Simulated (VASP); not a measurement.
# TaN (P-6m2) in VASP: further runs

TaN is run at these levels: PBEsol; tasks: vibrations by perturbation theory, elastic constants.

Program: VASP 6.6.1. These are calculated values, not measurements. Logs are shortened: lines on timing, memory, paths and dates and some standing lists are left out, and cuts for length are marked.

## 1. The cell of the first run

It takes space group P-6m2 (No. 187, hexagonal). The conventional cell has a = 2.938 Å, b = 2.938 Å, c = 2.883 Å, α = 90.00°, β = 90.00°, γ = 120.00°. Within 3.0 Å of Ta (site symmetry -6m2) lie 6 N at 2.23 Å and 8 Ta at 2.88 to 2.94 Å. Within 3.0 Å of N (site symmetry -6m2) lie 6 Ta at 2.23 Å and 8 N at 2.88 to 2.94 Å.

## 2. Vibrations by perturbation theory, PBEsol

Input file INCAR:

```
SYSTEM = TaN
ALGO = Normal
EDIFF = 1E-8
ENCUT = 520
GGA = PS
IBRION = 8
ISIF = 2
ISMEAR = -1
LASPH = .TRUE.
LCHARG = .FALSE.
LREAL = .FALSE.
LWAVE = .FALSE.
NELM = 100
NSW = 1
PREC = Accurate
SIGMA = 0.05
```

Input file KPOINTS:

```
k-points
0
G
  7 7 7
  0 0 0
```

Input file POSCAR:

```
TaN
1.0
    2.9380000000      0.0000000000      0.0000000000
   -1.4690000000      2.5443826363      0.0000000000
    0.0000000000      0.0000000000      2.8830000000
Ta N
1 1
Direct
    0.0000000000      0.0000000000      0.5000000000
    0.6666666667      0.3333333333      0.0000000000
```

Potentials or basis: VASP PAW PBE potentials, release 64 (Ta_pv, N).

Run with:

```bash
cat potpaw_PBE.64/Ta_pv/POTCAR potpaw_PBE.64/N/POTCAR > POTCAR
mpirun -np 1 vasp_std > vasp.out
```

OUTCAR:

```text
SYSTEM = TaN
   EDIFF = 1E-8
   ENCUT = 520
   GGA = PS
   IBRION = 8
   ISIF = 2
   ISMEAR = -1
   LASPH = .TRUE.
   LREAL = .FALSE.
   NELM = 100
   NSW = 1
   PREC = Accurate

 ion  position               nearest neighbor table
   1  0.000  0.000  0.500-   2 2.23   2 2.23   2 2.23   2 2.23   2 2.23   2 2.23
   2  0.667  0.333  0.000-   1 2.23   1 2.23   1 2.23   1 2.23   1 2.23   1 2.23

  LATTYP: Found a hexagonal cell.
 ALAT       =     2.9380000000
 C/A-ratio  =     0.9812797822

  Lattice vectors:

 A1 = (   2.9380000000,   0.0000000000,   0.0000000000)
 A2 = (  -1.4690000000,   2.5443826363,   0.0000000000)
 A3 = (   0.0000000000,   0.0000000000,   2.8830000000)

Analysis of symmetry for initial positions (statically):
=====================================================================
 Subroutine PRICEL returns:
 Original cell was already a primitive cell.

 Routine SETGRP: Setting up the symmetry group for a
 hexagonal supercell.

 Subroutine GETGRP returns: Found 12 space group operations
 (whereof 12 operations were pure point group operations)
 out of a pool of 24 trial point group operations.

The static configuration has the point symmetry D_3h.

Analysis of symmetry for dynamics (positions and initial velocities):
=====================================================================
 Subroutine PRICEL returns:
 Original cell was already a primitive cell.

 Routine SETGRP: Setting up the symmetry group for a
 hexagonal supercell.

 Subroutine GETGRP returns: Found 12 space group operations
 (whereof 12 operations were pure point group operations)
 out of a pool of 24 trial point group operations.

The dynamic configuration has the point symmetry D_3h.

 Subroutine INISYM returns: Found 12 space group operations
 (whereof 12 operations are pure point group operations),
 and found     1 'primitive' translations

----------------------------------------------------------------------------------------

                                     Primitive cell

  volume of cell :      21.5516

  direct lattice vectors                    reciprocal lattice vectors
     2.938000000  0.000000000  0.000000000     0.340367597  0.196511324  0.000000000
    -1.469000000  2.544382636  0.000000000     0.000000000  0.393022648  0.000000000
     0.000000000  0.000000000  2.883000000     0.000000000  0.000000000  0.346860909

  length of vectors
     2.938000000  2.938000000  2.883000000     0.393022648  0.393022648  0.346860909

  position of ions in fractional coordinates (direct lattice)
     0.000000000  0.000000000  0.500000000
     0.666666667  0.333333333  0.000000000

  ion indices of the primitive-cell ions
   primitive index   ion index
                 1           1
                 2           2

----------------------------------------------------------------------------------------

 KPOINTS: k-points

Automatic generation of k-mesh.
 Grid dimensions read from file:
 generate k-points for:    7    7    7

 Generating k-lattice:

  Cartesian coordinates                     Fractional coordinates (reciprocal lattice)
     0.048623942  0.028073046  0.000000000     0.142857143 -0.000000000  0.000000000
     0.000000000  0.056146093  0.000000000     0.000000000  0.142857143  0.000000000
     0.000000000  0.000000000  0.049551558     0.000000000  0.000000000  0.142857143

  Length of vectors
     0.056146093  0.056146093  0.049551558

  Shift w.r.t. Gamma in fractional coordinates (k-lattice)
     0.000000000  0.000000000  0.000000000

 Subroutine IBZKPT returns following result:
 ===========================================

 Found     32 irreducible k-points:

 Following reciprocal coordinates:
            Coordinates               Weight
  0.000000  0.000000  0.000000      1.000000
  0.142857  0.000000  0.000000      6.000000
  0.285714  0.000000  0.000000      6.000000
  0.428571 -0.000000  0.000000      6.000000
  0.142857  0.142857  0.000000      6.000000
  0.285714  0.142857  0.000000     12.000000
[... 16 lines left out ...]
  0.428571  0.142857  0.285714     12.000000
  0.285714  0.285714  0.285714     12.000000
 [... further k-points ...]
   k-points           NKPTS =     32   k-points in BZ     NKDIM =     32   number of bands    NBANDS=     12
   number of dos      NEDOS =    301   number of ions     NIONS =      2
   total plane-waves  NPLWV =  13824
   dimension x,y,z NGX =    24 NGY =   24 NGZ =   24
   dimension x,y,z NGXF=    48 NGYF=   48 NGZF=   48
   ions per type =               1   1
   NGX,Y,Z   is equivalent  to a cutoff of  13.58, 13.58, 13.84 a.u.
   NGXF,Y,Z  is equivalent  to a cutoff of  27.16, 27.16, 27.68 a.u.
 SYSTEM =  TaN
   PREC   = accura    normal or accurate (medium, high low for compatibility)
   ISTART =      0    job   : 0-new  1-cont  2-samecut
   ICHARG =      2    charge: 1-file 2-atom 10-const
   ISPIN  =      1    spin polarized calculation?
   LNONCOLLINEAR =      F non collinear calculations
   LSORBIT =      F    spin-orbit coupling
   LASPH  =      T    aspherical Exc in radial PAW
   ENCUT  =  520.0 eV  38.22 Ry    6.18 a.u.   5.46  5.46  5.36*2*pi/ulx,y,z
   NELM   =    100;   NELMIN=  2; NELMDL= -5     # of ELM steps
   EDIFF  = 0.1E-07   stopping-criterion for ELM
   LREAL  =      F    real-space projection
   EDIFFG = 0.1E-06   stopping-criterion for IOM
   NSW    =      1    number of steps for IOM
   IBRION =      8    ionic relax: 0-MD 1-quasi-New 2-CG
   NFREE  =      0    steps in history (QN), initial steepest desc. (CG)
   ISIF   =      2    stress and relaxation
   ISYM   =      2    0-nonsym 1-usesym 2-fastsym
   POTIM  = 0.5000    time-step for ionic-motion
   TEBEG  =    0.0;   TEEND  =   0.0 temperature during run
   PSTRESS=    0.0 pullay stress
   NELECT =      16.0000    total number of electrons
   NUPDOWN=      -1.0000    fix difference up-down
   EMIN   =  10.00;   EMAX   =-10.00  energy-range for DOS
   EFERMI =   0.00;   METHOD = LEGACY
   ISMEAR =    -1;   SIGMA  =   0.05  broadening in eV -4-tet -1-fermi 0-gaus
   EFERMI_NEDOS =   21; number of points for ismear=-14 and -15
   IALGO  =     38    algorithm
   IMIX   =      4    mixing-type and parameters
     AMIX     =   0.40;   BMIX     =  1.00
     AMIX_MAG =   1.60;   BMIX_MAG =  1.00
  volume/ion in A,a.u.               =      10.78        72.72
  Fermi-wavevector in a.u.,A,eV,Ry     =   1.482365  2.801264 29.897531  2.197407
  Thomas-Fermi vector in A             =   2.596160
   LORBIT       =      0    0 simple, 1 ext, 2 COOP (PROOUT), +10 PAW based schemes
   GGA     = PS    functional components
   LHFCALC =     F    Hartree Fock is set to
   AEXX    =    0.0000 exact exchange contribution
   IVDW    =     0    specifies the selected vdW correction
   LEPSILON=     F    determine dielectric tensor
   LRPA    =     F    only Hartree local field effects (RPA)
 non-spin polarized calculation
  energy-cutoff  :      520.00
  volume of cell :       21.55
 maximum number of plane-waves:       605
 NGX is ok and might be reduce to    24
   NGX = 11   NGY = 11   NGZ = 11

--------------------------------------- Ionic step        1  -------------------------------------------

 number of electron      16.0000001 magnetization

 Free energy of the ion-electron system (eV)
  ---------------------------------------------------
  ext. energy  EPLUGINS =         0.00000000
  ---------------------------------------------------
  free energy    TOTEN  =       -23.79939311 eV

  energy without entropy =      -23.79906365  energy(sigma->0) =      -23.79922838

 E-fermi :   8.1960     XC(G=0): -13.5052

 val. band max:        8.0301186568   @ k =   0.0000   0.0000   0.4286
 cond. band min:       8.3262408920   @ k =   0.0000   0.0000   0.2857
 fundamental gap:      0.2961222353
 Fermi energy:         8.1960257949

 k-point     1 :       0.0000    0.0000    0.0000
  band No.  band energies     occupation
      1     -26.6907      2.00000
      2     -26.4167      2.00000
      3     -26.4167      2.00000
      4      -9.6466      2.00000
      5       3.5292      2.00000
      6       3.5292      2.00000
      7       3.8653      2.00000
      8       5.1805      2.00000
      9      10.3057      0.00000
     10      11.6916      0.00000
     11      11.6916      0.00000
     12      12.0707      0.00000
[... 331 lines left out ...]
 k-point    24 :       0.2857    0.2857    0.2857
  band No.  band energies     occupation
      1     -27.1673      2.00000
      2     -27.0329      2.00000
      3     -26.8997      2.00000
      4      -7.3446      2.00000
      5       0.7462      2.00000
      6       1.7942      2.00000
      7       2.8412      2.00000
      8       7.3601      2.00000
      9      11.2493      0.00000
     10      12.5669      0.00000
     11      13.3248      0.00000
     12      14.3528      0.00000

 [... further k-points ...]
[... 5 lines left out ...]
  --------------------------------------------------------------------------------------
  -------------------------------------------------------------------------------------
  Total       -0.5107769     -0.5107769     -0.6096611      0.0000000      0.0000000      0.0000000
  in kB      -37.9719601    -37.9719601    -45.3231631      0.0000000      0.0000000      0.0000000
  external PRESSURE =     -40.4223611 kB  Pullay stress =       0.0000000 kB

 VOLUME and BASIS-vectors are now :
 -----------------------------------------------------------------------------
  energy-cutoff  :      520.00
  volume of cell :       21.55
      direct lattice vectors                 reciprocal lattice vectors
     2.938000000  0.000000000  0.000000000     0.340367597  0.196511324  0.000000000
    -1.469000000  2.544382636  0.000000000     0.000000000  0.393022648  0.000000000
     0.000000000  0.000000000  2.883000000     0.000000000  0.000000000  0.346860909

 POSITION                                       TOTAL-FORCE (eV/Angst)
 -----------------------------------------------------------------------------------
      0.00000      0.00000      1.44150        -0.000000      0.000000      0.000000
      1.46900      0.84813      0.00000         0.000000     -0.000000      0.000000
 -----------------------------------------------------------------------------------
    total drift:                               -0.000000      0.000000      0.000000

  FREE ENERGIE OF THE ION-ELECTRON SYSTEM (eV)
  ---------------------------------------------------
  free  energy   TOTEN  =       -23.7993931118 eV

  energy  without entropy=      -23.7990636482  energy(sigma->0) =      -23.79922838

[... ionic steps 2 to 3 ...]

--------------------------------------- Ionic step        4  -------------------------------------------

------------------------ aborting loop because EDIFF is reached ----------------------------------------
[... 11 lines left out ...]
[... ionic steps 8 to 8 ...]

--------------------------------------- Ionic step        9  -------------------------------------------

 Free energy of the ion-electron system (eV)
  ---------------------------------------------------
  ---------------------------------------------------
  free energy    TOTEN  =        -0.23297804 eV

  energy without entropy =       -0.23297804

------------------------ aborting loop because EDIFF is reached ----------------------------------------

 INTERNAL STRAIN TENSOR  FOR ION    2  DIRECTION 3   (eV/Angst):
 -----------------------------------------------------------------------------
     0.00206  0.00000 -0.00000
     0.00000  0.00206  0.00000
     0.00000 -0.00000  0.00967

 INTERNAL STRAIN TENSOR FOR ION    2 for displacements in x,y,z  (eV/Angst):
          X           Y           Z          XY          YZ          ZX
  --------------------------------------------------------------------------------
  x     0.00000    -0.00000     0.00000    -1.42347     0.00000     0.00000
  y    -1.42347     1.42347     0.00000     0.00000     0.00000     0.00000
  z     0.00000     0.00000     0.00000     0.00000     0.00000     0.00000

 SECOND DERIVATIVES (NOT SYMMETRIZED)
 ------------------------------------
               1X          1Y          1Z          2X          2Y          2Z
  1X   -13.181596    0.000000    0.000000   13.181596    0.000000    0.000000
  1Y     0.000000  -13.181596    0.000000    0.000000   13.181596    0.000000
  1Z    -0.000000    0.000000  -13.724948    0.000000    0.000000   13.724948
  2X    13.178766    0.000000    0.000000  -13.178766    0.000000    0.000000
  2Y     0.000000   13.178766    0.000000    0.000000  -13.178766    0.000000
  2Z     0.000000   -0.000000   13.717054    0.000000    0.000000  -13.717054

 Eigenvectors and eigenvalues of the dynamical matrix
 ----------------------------------------------------

   1 f  =   16.061800 THz   100.919266 2PiTHz  535.763977 cm-1    66.426237 meV
             X         Y         Z           dx          dy          dz
      0.000000  0.000000  1.441500     0.000000    0.000000   -0.268062
      1.469000  0.848128  0.000000     0.000000    0.000000    0.963402
[... 21 lines left out ...]
   6 f/i=    0.001193 THz     0.007497 2PiTHz    0.039800 cm-1     0.004935 meV
             X         Y         Z           dx          dy          dz
      0.000000  0.000000  1.441500     0.000000   -0.000000    0.963402
      1.469000  0.848128  0.000000     0.000000    0.000000    0.268062

--------------------------------------------------------------------------------------------------------

 ELASTIC MODULI CONTR FROM IONIC RELAXATION (kBar)
 Direction    XX          YY          ZZ          XY          YZ          ZX
 --------------------------------------------------------------------------------
 XX          -3.9669      3.9669      0.0000     -0.0000      0.0000      0.0000
 YY           3.9669     -3.9669      0.0000      0.0000      0.0000      0.0000
 ZZ           0.0000      0.0000      0.0000      0.0000      0.0000      0.0000
 XY          -0.0000      0.0000      0.0000     -3.9669      0.0000      0.0000
 YZ           0.0000      0.0000      0.0000      0.0000      0.0000      0.0000
 ZX           0.0000      0.0000      0.0000      0.0000      0.0000      0.0000
 --------------------------------------------------------------------------------
```

Run time: 69 s. Hardware: 1 thread of Intel Xeon Platinum 8559C (Emerald Rapids), shared host; peak memory 0.21 GiB.

Results:

```
Highest phonon frequency at Γ : 536 cm⁻¹
```

Phonon frequencies in cm⁻¹ (negative: imaginary):
| q point | frequencies |
| --- | --- |
| (0.000, 0.000, 0.000) | 0 0 0 525 525 536 |

Caveat: the cell stands under pressure or tension, which shifts response properties; the PAW data sets were made with another functional, which shifts forces and pressure a little; spin-orbit coupling is left out, which moves the levels of the heavy elements.

## 3. Elastic constants, PBEsol

Input file INCAR:

```
PREC = Accurate
ENCUT = 600
EDIFF = 1E-8
ISMEAR = -1
SIGMA = 0.05
LREAL = F
LASPH = T
NELM = 100
ALGO = Normal
ISIF = 3
LWAVE = F
LCHARG = F
GGA = PS
IBRION = 6
NFREE = 2
POTIM = 0.015
NSW = 1
```

Input file KPOINTS:

```
Automatic mesh
0
Gamma
  7 7 7
```

POSCAR is that of step 2.

Potentials or basis: VASP PAW PBE potentials, release 64 (Ta_pv, N).

Run with:

```bash
cat potpaw_PBE.64/Ta_pv/POTCAR potpaw_PBE.64/N/POTCAR > POTCAR
mpirun -np 1 vasp_std > vasp.out
```

Run time: 2 min. Hardware: 1 thread of Intel Xeon Platinum 8559C (Emerald Rapids), shared host; peak memory 0.19 GiB.

It converged, with:

```
Voigt bulk modulus            : 351 GPa
Highest phonon frequency at Γ : 536 cm⁻¹
```

Phonon frequencies in cm⁻¹ (negative: imaginary):
| q point | frequencies |
| --- | --- |
| (0.000, 0.000, 0.000) | 0 0 0 525 525 536 |

Elastic tensor in Voigt notation (GPa, in the Cartesian axes of the cell as first typed):
```
678 180 154   0   0   0
180 678 154   0   0   0
154 154 829   0   0   0
  0   0   0 244   0   0
  0   0   0   0 244   0
  0   0   0   0   0 249
```

Clamped-ion elastic tensor (GPa):
```
679 179 154   0   0   0
179 679 154   0   0   0
154 154 829   0   0   0
  0   0   0 244   0   0
  0   0   0   0 244   0
  0   0   0   0   0 250
```

Caveat: the cell is under stress, which shifts elastic constants; the PAW data sets were made with another functional, which shifts forces and pressure a little; spin-orbit coupling is left out, which moves the levels of the heavy elements.
